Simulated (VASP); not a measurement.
# F (C2/m) in VASP: notebook, part 2 of 2

VASP 6.6.1. The steps go on from the part before.

**4. Single point, PBEsol**

This run uses another cell than the first one, of 20.14 Å³/atom, 1.048 times its volume.

Contents of INCAR:

```
SYSTEM = F
PREC     = Accurate       ! precision mode
ENCUT    = 910            ! plane-wave cutoff, eV
EDIFF    = 1E-6           ! SCF threshold, eV
ISMEAR   = 0              ! smearing method
SIGMA    = 0.05           ! smearing width, eV
LREAL    = .False.        ! projectors in reciprocal space
LASPH    = .True.         ! aspherical terms in the spheres
NELM     = 120            ! most SCF steps
ALGO     = Normal         ! electronic algorithm
ISIF     = 2              ! what is computed and relaxed
LWAVE    = .False.        ! write WAVECAR
LCHARG   = .False.        ! write CHGCAR
GGA      = PS             ! functional
NBANDS   = 22             ! bands
GGA_COMPAT= .False.
```

Contents of KPOINTS:

```
regular mesh
0
Gamma
  4 4 2
  0 0 0
```

Contents of POSCAR:

```
F
1.0
    3.1493047074     -1.8100133505     -0.2429015476
    3.1493047074      1.8100133505     -0.2429015476
   -2.3680365632      0.0000000000      7.2486076782
F
4
Direct
    0.0848459664      0.0848459664      0.0940038325
    0.9151540336      0.9151540336      0.9059961675
    0.5015719855      0.5015719855      0.5937195244
    0.4984280145      0.4984280145      0.4062804756
```

Potentials or basis: VASP PAW PBE potentials, release 64 (F_h).

Command:

```sh
$ cat potpaw_PBE.64/F_h/POTCAR > POTCAR
$ mpirun -np 1 vasp_std > vasp.out
```

OUTCAR:

```text
SYSTEM = F
   PREC = Accurate
   ENCUT = 910
   EDIFF = 1E-6
   ISMEAR = 0
   LREAL = .False.
   LASPH = .True.
   NELM = 120
   ISIF = 2
   GGA = PS

 ion  position               nearest neighbor table
   1  0.085  0.085  0.094-   2 1.42
   2  0.915  0.915  0.906-   1 1.42
   3  0.502  0.502  0.594-   4 1.42
   4  0.498  0.498  0.406-   3 1.42

  LATTYP: Found a base centered monoclinic cell.
 ALAT       =     6.3173162979
 B/A-ratio  =     0.5730323654
 C/A-ratio  =     1.2070962569
 COS(beta)  =    -0.3827161857

  Lattice vectors:

 A1 = (   3.1493047074,  -1.8100133505,  -0.2429015476)
 A2 = (   3.1493047074,   1.8100133505,  -0.2429015476)
 A3 = (  -2.3680365632,   0.0000000000,   7.2486076782)

Analysis of symmetry for initial positions (statically):
=====================================================================
 Subroutine PRICEL returns:
 Original cell was already a primitive cell.

 Routine SETGRP: Setting up the symmetry group for a
 base centered monoclinic supercell.

 Subroutine GETGRP returns: Found  4 space group operations
 (whereof  4 operations were pure point group operations)
 out of a pool of  4 trial point group operations.

The static configuration has the point symmetry C_2h.

Analysis of symmetry for dynamics (positions and initial velocities):
=====================================================================
 Subroutine PRICEL returns:
 Original cell was already a primitive cell.

 Routine SETGRP: Setting up the symmetry group for a
 base centered monoclinic supercell.

 Subroutine GETGRP returns: Found  4 space group operations
 (whereof  4 operations were pure point group operations)
 out of a pool of  4 trial point group operations.

[... 106 lines left out ...]
   EMIN   =  10.00;   EMAX   =-10.00  energy-range for DOS
   EFERMI =   0.00;   METHOD = LEGACY
   ISMEAR =     0;   SIGMA  =   0.05  broadening in eV -4-tet -1-fermi 0-gaus
   EFERMI_NEDOS =   21; number of points for ismear=-14 and -15
   IALGO  =     38    algorithm
   IMIX   =      4    mixing-type and parameters
     AMIX     =   0.40;   BMIX     =  1.00
     AMIX_MAG =   1.60;   BMIX_MAG =  1.00
  volume/ion in A,a.u.               =      20.14       135.90
  Fermi-wavevector in a.u.,A,eV,Ry     =   1.151052  2.175173 18.026635  1.324920
  Thomas-Fermi vector in A             =   2.287712
   LORBIT       =      0    0 simple, 1 ext, 2 COOP (PROOUT), +10 PAW based schemes
   GGA     = PS    functional components
   LHFCALC =     F    Hartree Fock is set to
   AEXX    =    0.0000 exact exchange contribution
   IVDW    =     0    specifies the selected vdW correction
   LEPSILON=     F    determine dielectric tensor
   LRPA    =     F    only Hartree local field effects (RPA)
 non-spin polarized calculation
 Gauss-broadening in eV      SIGMA  =   0.05
  energy-cutoff  :      910.00
  volume of cell :       80.56
 maximum number of plane-waves:      5045
   NGX = 17   NGY = 17   NGZ = 37

 number of electron      28.0000008 magnetization

 Free energy of the ion-electron system (eV)
  ---------------------------------------------------
  ext. energy  EPLUGINS =         0.00000000
  ---------------------------------------------------
  free energy    TOTEN  =        -7.95017940 eV

  energy without entropy =       -7.95017940  energy(sigma->0) =       -7.95017940

 E-fermi :  -5.3462     XC(G=0):  -6.5759

 val. band max:       -5.6065226088   @ k =   0.5000   0.5000   0.0000
 cond. band min:      -2.7467054383   @ k =   0.0000   0.0000   0.0000
 fundamental gap:      2.8598171705
 Fermi energy:        -5.3462341294

 k-point     1 :       0.0000    0.0000    0.0000
  band No.  band energies     occupation
      1     -30.2738      2.00000
      2     -30.1229      2.00000
      3     -24.1309      2.00000
      4     -23.9051      2.00000
      5     -12.0648      2.00000
      6     -11.5445      2.00000
[... 339 lines left out ...]
     21       9.1202      0.00000
     22       9.2503      0.00000

------------------------ aborting loop because EDIFF is reached ----------------------------------------

  FORCE on cell =-STRESS in cart. coord.  units (eV):
  Direction    XX          YY          ZZ          XY          YZ          ZX
  --------------------------------------------------------------------------------------
  -------------------------------------------------------------------------------------
  Total       -0.7639880     -0.4759183     -2.1979464      0.0000000      0.0000000     -0.1202040
  in kB      -15.1949488     -9.4655339    -43.7149291      0.0000000      0.0000000     -2.3907353
  external PRESSURE =     -22.7918039 kB  Pullay stress =       0.0000000 kB

 VOLUME and BASIS-vectors are now :
 -----------------------------------------------------------------------------
  energy-cutoff  :      910.00
  volume of cell :       80.56
      direct lattice vectors                 reciprocal lattice vectors
     3.149304707 -1.810013351 -0.242901548     0.162869019 -0.276241056  0.053207431
     3.149304707  1.810013351 -0.242901548     0.162869019  0.276241056  0.053207431
    -2.368036563  0.000000000  7.248607678     0.010915513  0.000000000  0.141523501

 POSITION                                       TOTAL-FORCE (eV/Angst)
 -----------------------------------------------------------------------------------
      0.31181      0.00000      0.64018        -0.320137      0.000000     -0.654793
      3.61877      0.00000      6.12263         0.320137      0.000000      0.654793
      1.75326      0.00000      4.05997         0.224828      0.000000     -0.704432
      2.17732      0.00000      2.70283        -0.224828      0.000000      0.704432
 -----------------------------------------------------------------------------------
    total drift:                                0.000000      0.000000     -0.000000

  FREE ENERGIE OF THE ION-ELECTRON SYSTEM (eV)
  ---------------------------------------------------
  free  energy   TOTEN  =        -7.9501793993 eV

  energy  without entropy=       -7.9501793993  energy(sigma->0) =       -7.95017940
```

Wall time 48 s (1 thread of AMD EPYC 7R43 (Zen 3), shared host); peak memory 0.27 GiB.

What came out:

- Free energy: -7.9502 eV
- Pressure: -2.3 GPa
- Largest force: 0.739 eV/Å
- Band gap on the k mesh: 2.86 eV, indirect (least direct gap 2.94 eV)

Forces in eV/Å, atoms in the order of the input:
```
F   -0.320  0.000 -0.655
F    0.320  0.000  0.655
F    0.225  0.000 -0.704
F   -0.225  0.000  0.704
```

Caveat: the k points lie up to 0.51 Å⁻¹ apart; the cutoff is under 1.25 times the usual one of these potentials, so pressure, stress and relaxed cells hold a basis-set (Pulay) error; the PAW data sets were made with another functional, which shifts forces and pressure a little.

**5. The runs side by side**

```tsv
cell	gap on the mesh (eV)	pressure (GPa)	largest force (eV/Å)
a = 3.514, b = 3.514, c = 7.577 Å, angles 108.3, 108.3, 62.0°, 4 atoms	2.91	-1.8	0.46
a = 3.442, b = 3.442, c = 7.565 Å, angles 107.7, 107.7, 63.7°, 4 atoms	2.91	-1.6	0.39
a = 3.641, b = 3.641, c = 7.626 Å, angles 109.4, 109.4, 59.6°, 4 atoms	2.86	-2.3	0.74
```

Alike in all rows: task single point; level PBEsol; potentials or basis VASP PAW PBE potentials, release 64 (F_h); no spin polarisation; k mesh 4 × 4 × 2; cutoff (eV) 910; smearing gaussian 0.05 eV.

Caveats: all runs use coarse meshes; the cutoff is under 1.25 times the usual one of these potentials, so pressure, stress and relaxed cells hold a basis-set (Pulay) error; the PAW data sets were made with another functional, which shifts forces and pressure a little.

Total energies depend on the potentials used, so only differences within one code and one set of settings carry meaning.
